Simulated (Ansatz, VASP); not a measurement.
One calculation of MgBCl5, two programs

```xyz
7
Lattice="4.0754 0.0000 0.0000 0.0000 4.0754 0.0000 0.0000 0.0000 8.3260" Properties=species:S:1:pos:R:3 pbc="T T T"
Mg    0.0000    0.0000    0.0000
B     0.0000    0.0000    4.1630
Cl    0.0000    2.0377    2.6487
Cl    0.0000    2.0377    5.6773
Cl    2.0377    0.0000    2.6487
Cl    2.0377    0.0000    5.6773
Cl    2.0377    2.0377    0.0000
```

Change from the starting cell: species swapped into the YIn5Rh type (P4/mmm, No. 123).

Alike in both runs: functional PBE; k mesh 4 × 4 × 2; occupations gaussian, width 0.1 eV; no spin polarisation.

Ansatz relaxed the structure, and its values are those at the end. VASP's run is a single point on that final structure, the one shown.

```csv
,VASP,Ansatz
version,VASP 6.6.1,Ansatz 0.2.0
potentials or method,"VASP PAW PBE potentials, release 64 (Mg, B, Cl), cutoff 600 eV","scalar-relativistic, plane waves, PAW"
valence electrons in the cell,40,48
```

```tsv
	VASP	Ansatz	Ansatz less VASP
gap on the k mesh at the Fermi level (eV)	none	none	-
pressure (GPa)	-0.1	0.0	+0.10
```

A gap of «none» marks a metal or a gap that the smearing closes. VASP's potentials hold 40 valence electrons a cell and Ansatz's 48, so a difference there can come from the potentials and not from the codes.

The k mesh is coarse, so the values compare programs but aren't converged.
